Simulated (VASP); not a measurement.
Input of a VASP 6.6.1 run:

The input INCAR:

```
SYSTEM = N
  PREC = Accurate
  ENCUT = 520
  EDIFF = 1E-7
  ISMEAR = -1
  SIGMA = 0.05
  LREAL = .FALSE.
  LASPH = .TRUE.
  NELM = 100
  ALGO = Normal
  ISIF = 2
  LWAVE = .FALSE.
  LCHARG = .FALSE.
  NBANDS = 30
```

The input KPOINTS:

```
regular mesh
0
G
  5 5 5
  0 0 0
```

File POSCAR:

```
N
1.0
    5.8151017200      0.0000000000      0.0000000000
    0.0000000000      5.8151017200      0.0000000000
    0.0000000000      0.0000000000      5.8151017200
N
8
Direct
    0.0458611400      0.4541388600      0.5458611400
    0.4541388600      0.5458611400      0.0458611400
    0.5458611400      0.0458611400      0.4541388600
    0.9541388600      0.9541388600      0.9541388600
    0.9360985600      0.5639014400      0.4360985600
    0.5639014400      0.4360985600      0.9360985600
    0.4360985600      0.9360985600      0.5639014400
    0.0639014400      0.0639014400      0.0639014400
```

Potentials or basis: VASP PAW LDA potentials, release 64 (N).

Launch:

```console
$ cat potpaw_LDA.64/N/POTCAR > POTCAR
$ mpirun -np 1 vasp_std > vasp.out
```

Question: What does it give for the pressure?

Answer: -1.1 GPa.

Question: Predict the band gap on the k mesh.

Answer: 7.26 eV, indirect (least direct gap 7.28 eV).

Question: What does it give for the largest force?

Answer: 0.362 eV/Å.

Forces in eV/Å, atoms in the order of the input:
```
N   -0.208  0.208 -0.208
N    0.208 -0.208 -0.208
N   -0.208 -0.208  0.208
N    0.208  0.208  0.208
N    0.209 -0.209  0.209
N   -0.209  0.209  0.209
N    0.209  0.209 -0.209
N   -0.209 -0.209 -0.209
```

Caveat: the standard files for N, O and F lose accuracy on very short bonds. A k mesh can miss the band edges.
